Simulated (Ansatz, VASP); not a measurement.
**One calculation of AlSe4, two programs**

File INCAR:

```
SYSTEM = AlSe4
PREC     = Accurate       ! precision mode
ENCUT    = 600            ! plane-wave cutoff, eV
EDIFF    = 1E-7           ! SCF threshold, eV
ISMEAR   = 0              ! smearing method
SIGMA    = 0.1            ! smearing width, eV
LREAL    = .False.        ! projectors in reciprocal space
LASPH    = .True.         ! aspherical terms in the spheres
NELM     = 80             ! most SCF steps
ALGO     = Normal         ! electronic algorithm
ISIF     = 3              ! what is computed and relaxed
LWAVE    = .False.        ! write WAVECAR
LCHARG   = .False.        ! write CHGCAR
GGA      = PE             ! functional
IVDW     = 12             ! dispersion correction
IBRION   = 2              ! ionic algorithm
NSW      = 90             ! ionic steps
EDIFFG   = -0.04          ! ionic threshold
```

The input KPOINTS:

```
Automatic mesh
0
Gamma
  4 4 4
  0 0 0
```

POSCAR

```
AlSe4
1.0
    3.8024836900      0.0000000000      0.0000000000
    0.0000000000      3.8024836900      0.0000000000
    0.0000000000      0.0000000000      6.9524254900
Al Se
1 4
Direct
    0.5000000000      0.5000000000      0.0000000000
    0.0000000000      0.5000000000      0.7642962500
    0.5000000000      0.0000000000      0.7642962500
    0.0000000000      0.5000000000      0.2357037500
    0.5000000000      0.0000000000      0.2357037500
```

Input for Ansatz:

```yaml
crystal:
  lattice:
    - [3.80248369, 0.0, 0.0]
    - [0.0, 3.80248369, 0.0]
    - [0.0, 0.0, 6.95242549]
  atoms:
    - { symbol: Al, position: [0.5, 0.5, 0.0] }
    - { symbol: Se, position: [0.0, 0.5, 0.76429625] }
    - { symbol: Se, position: [0.5, 0.0, 0.76429625] }
    - { symbol: Se, position: [0.0, 0.5, 0.23570375] }
    - { symbol: Se, position: [0.5, 0.0, 0.23570375] }
basis:
  ecutwfc: 420
kpoints:
  mp_grid: { grid: [4, 4, 4] }
hamiltonian:
  xc: pbe
  dispersion: d3bj
scf:
  occupations: { method: gaussian, width: 0.1 }
  lower_state_search: "off"
output:
  forces: true
  stress: true
  eigenvalues: true
relax:
  adjacent_minimum: "off"
  f_tol: 0.04
  max_steps: 70
  cell: { stress_tol: 0.4 }
```

Alike in both runs: task relaxation of cell and atoms; functional PBE; dispersion D3(BJ); k mesh 4 × 4 × 4; occupations gaussian, width 0.1 eV; no spin polarisation.

|  | VASP | Ansatz |
| --- | --- | --- |
| version | VASP 6.6.1 | Ansatz 0.2.0 |
| potentials or method | VASP PAW PBE potentials, release 64 (Al, Se), cutoff 600 eV | scalar-relativistic, plane waves, PAW |
| valence electrons in the cell | 27 | 67 |

Ansatz gave:

```
gap on the k mesh at the Fermi level, each at its own relaxed structure (eV) : none
relaxed volume (Å³/atom)                                                     : 23.07
relaxed cell length with the largest relative difference (Å)                 : 7.273
```

Problem. Which values does VASP return?

Solution. gap on the k mesh at the Fermi level, each at its own relaxed structure (eV): none; relaxed volume (Å³/atom): 23.04; relaxed cell length with the largest relative difference (Å): 7.269.

A gap of «none» marks a metal or a gap that the smearing closes. VASP's potentials hold 27 valence electrons a cell and Ansatz's 67, so a difference there can come from the potentials and not from the codes.

The k mesh is coarse, so the values compare programs but aren't converged.
